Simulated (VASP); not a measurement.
A run of VASP 6.6.1:

POSCAR

```
MgO
1.0
    2.5489139909      0.0000000000      0.0000000000
    0.0000000000      2.5489139909      0.0000000000
    0.0000000000      0.0000000000      2.5489139909
Mg O
1 1
Direct
    0.0000000000      0.0000000000      0.0000000000
    0.5000000000      0.5000000000      0.5000000000
```

File INCAR.step1:

```
PREC = Accurate ; ENCUT = 520
EDIFF = 1E-6 ; ISMEAR = -1
SIGMA = 0.08 ; LREAL = False
LASPH = True ; NELM = 100
ALGO = Normal ; ISIF = 2
LWAVE = False ; LCHARG = True
GGA = PE ; NBANDS = 11
```

Contents of KPOINTS.step1:

```
regular mesh
0
Gamma
  15 15 15
```

INCAR.step2

```
PREC = Accurate ; ENCUT = 520
EDIFF = 1E-6 ; ISMEAR = -5
SIGMA = 0.08 ; LREAL = False
LASPH = True ; NELM = 100
ALGO = Normal ; ISIF = 2
LWAVE = False ; LCHARG = False
GGA = PE ; LORBIT = 10
NEDOS = 1001 ; ICHARG = 11
```

Contents of KPOINTS.step2:

```
regular mesh
0
Gamma
  23 23 23
```

Potentials or basis: VASP PAW PBE potentials, release 64 (Mg, O).

The run is started by

```console
$ cat potpaw_PBE.64/Mg/POTCAR potpaw_PBE.64/O/POTCAR > POTCAR
$ cp INCAR.step1 INCAR
$ cp KPOINTS.step1 KPOINTS
$ mpirun -np 1 vasp_std > vasp.out
$ cp INCAR.step2 INCAR
$ cp KPOINTS.step2 KPOINTS
$ mpirun -np 1 vasp_std > vasp.out
```

Hardware: 1 thread of Intel(R) Xeon(R) 6975P-C (Granite Rapids), on a shared host.

Problem. How long does it take, and how much memory?

Solution. Run time: 19 s on 1 thread of Intel(R) Xeon(R) 6975P-C (Granite Rapids) (shared host), peak memory 0.17 GiB. Counts: k points 364.
